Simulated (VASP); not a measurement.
# TiNi: single point with LDA

TiNi:

```
Ti Ni
1.0
     2.73580    0.00000    0.00000
     0.00000    2.73580    0.00000
     0.00000    0.00000    3.58141
Ti Ni
1 1
Direct
  0.50000 0.50000 0.50000
  0.00000 0.00000 0.00000
```

| Property | Result |
| --- | --- |
| Program | VASP 6.6.1 |
| Task | single point |
| Functional | LDA |
| Potentials or basis | VASP PAW LDA potentials, release 64 (Ti_sv, Ni) |
| Cutoff | 520 eV |
| k mesh | 12 × 12 × 9 |
| Occupations | fermi-dirac, width 0.08 eV |
| Spin | non-collinear spin, typed start |
| Starting moments | [[0.0, 0.0, 1.0], [0.0, 0.0, -1.5]] μB |

```
Pressure                                              : -11.6 GPa
Band gap on the k mesh                                : zero (bands 22 and 23 overlap by 3.16 eV)
Net moment                                            : 0.00 μB per cell
Valence electrons inside the program's atomic spheres : Ti 10.33; Ni 9.35
```

Stress tensor (GPa, compression positive):
```
-10.81   0.00   0.00
  0.00 -10.81   0.00
  0.00   0.00 -13.26
```

Levels at points of the mesh, in eV from the Fermi level:
```tsv
k point	band 20	band 21	band 22	band 23	band 24	band 25
(0.00, 0.00, 0.00)	-1.19	-0.30	-0.30	0.65	0.65	2.92
(0.50, 0.00, 0.00)	-1.47	-0.73	-0.73	-0.39	-0.39	0.42
(0.50, 0.50, 0.00)	0.09	2.15	2.15	2.15	2.15	2.27
```

Moments on the atoms (μB; x, y, z):
```
Ti  0.00 0.00 0.00
Ni  0.00 0.00 0.00
```

Run time: 3.5 min on 1 thread of AMD EPYC 9R45 96-Core Processor (Zen 5), on a shared host, peak memory 0.32 GiB.

Caveat: the cell stands under tension.
